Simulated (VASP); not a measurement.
Here is a VASP 6.6.1 calculation.

File INCAR:

```
PREC     = Accurate       # precision mode
ENCUT    = 520            # plane-wave cutoff, eV
EDIFF    = 1E-6           # SCF threshold, eV
ISMEAR   = 0              # smearing method
SIGMA    = 0.15           # smearing width, eV
LREAL    = F              # projectors in reciprocal space
LASPH    = T              # aspherical terms in the spheres
NELM     = 60             # most SCF steps
ALGO     = Normal         # electronic algorithm
ISIF     = 2              # what is computed and relaxed
LWAVE    = F              # write WAVECAR
LCHARG   = T              # write CHGCAR
GGA      = PS             # functional
LELF     = T              # ELF
LVHAR    = T            
NBANDS   = 18             # bands
```

KPOINTS

```
Automatic mesh
0
Gamma
  20 20 20
```

POSCAR

```
Si2W
1.0
   -1.6412810256      1.6412810256      4.0055629210
    1.6412810256     -1.6412810256      4.0055629210
    1.6412810256      1.6412810256     -4.0055629210
Si W
2 1
Direct
    0.3344989450      0.3344989450      0.0000000000
    0.6655010550      0.6655010550      0.0000000000
    0.0000000000      0.0000000000      0.0000000000
```

Potentials or basis: VASP PAW PBE potentials, release 64 (Si, W_sv).

Run with:

```sh
$ cat potpaw_PBE.64/Si/POTCAR potpaw_PBE.64/W_sv/POTCAR > POTCAR
$ mpirun -np 1 vasp_std > vasp.out
```

Q: Estimate the band gap on the k mesh.

A: Zero (bands 11 and 12 overlap by 1.21 eV).

Q: What does it give for the pressure?

A: -14.6 GPa.

Stress tensor (GPa, compression positive):
```
-13.98   0.00   0.00
  0.00 -13.98   0.00
  0.00   0.00 -15.88
```

Caveat: the cell differs from its parent crystal (strain +0.025 along x and y, +0.025 along z); the cell stands under tension; the PAW data sets were made with another functional, which shifts forces and pressure a little; spin-orbit coupling is left out, which moves the levels of the heavy elements.
